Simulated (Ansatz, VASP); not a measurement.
## PbF2: VASP beside Ansatz

The input INCAR:

```
SYSTEM = PbF2
ALGO = Normal ; EDIFF = 1E-6
EDIFFG = -0.005 ; ENCUT = 600
GGA = PE ; IBRION = 2
ISIF = 3 ; ISMEAR = 0
LASPH = .TRUE. ; LCHARG = .FALSE.
LREAL = .FALSE. ; LWAVE = .FALSE.
NELM = 60 ; NSW = 100
PREC = Accurate ; SIGMA = 0.02
```

Contents of KPOINTS:

```
k-points
0
G
  8 8 8
  0 0 0
```

The input POSCAR:

```
PbF2
1.0
    0.0000000000      2.9698479669      2.9698479669
    2.9698479669      0.0000000000      2.9698479669
    2.9698479669      2.9698479669      0.0000000000
Pb F
1 2
Direct
    0.0000000000      0.0000000000      0.0000000000
    0.2500000000      0.2500000000      0.2500000000
    0.7500000000      0.7500000000      0.7500000000
```

Input for Ansatz:

```yaml
crystal:
  lattice:
    - [0.0, 2.9698479669, 2.9698479669]
    - [2.9698479669, 0.0, 2.9698479669]
    - [2.9698479669, 2.9698479669, 0.0]
  atoms:
    - { symbol: Pb, position: [0.0, 0.0, 0.0] }
    - { symbol: F, position: [0.25, 0.25, 0.25] }
    - { symbol: F, position: [0.75, 0.75, 0.75] }
basis:
  ecutwfc: 420
kpoints:
  mp_grid: { grid: [8, 8, 8] }
hamiltonian:
  xc: pbe
scf:
  occupations: { method: gaussian, width: 0.02 }
output:
  forces: true
  stress: true
  eigenvalues: true
  write_density: true
  write_potential: true
  elf: true
  volumetric_format: npy
relax:
  adjacent_minimum: "off"
  f_tol: 0.005
  max_steps: 80
  cell: { stress_tol: 0.05 }
```

Alike in both runs: task relaxation of cell and atoms; functional PBE; k mesh 8 × 8 × 8; occupations gaussian, width 0.02 eV; no spin polarisation.

```csv
,VASP,Ansatz
version,VASP 6.6.1,Ansatz 0.2.0
potentials or method,"VASP PAW PBE potentials, release 64 (Pb_d, F), cutoff 600 eV","scalar-relativistic, plane waves, PAW"
valence electrons in the cell,28,28
```

```csv
,VASP,Ansatz,Ansatz less VASP
"gap on the k mesh at the Fermi level, each at its own relaxed structure (eV)",4.42,4.42,+0.003
relaxed volume (Å³/atom),17.95,18.00,+0.055
relaxed length of the cell vector where the two differ most in proportion (Å),4.238,4.243,+0.0043
```

Spin-orbit coupling is off throughout.
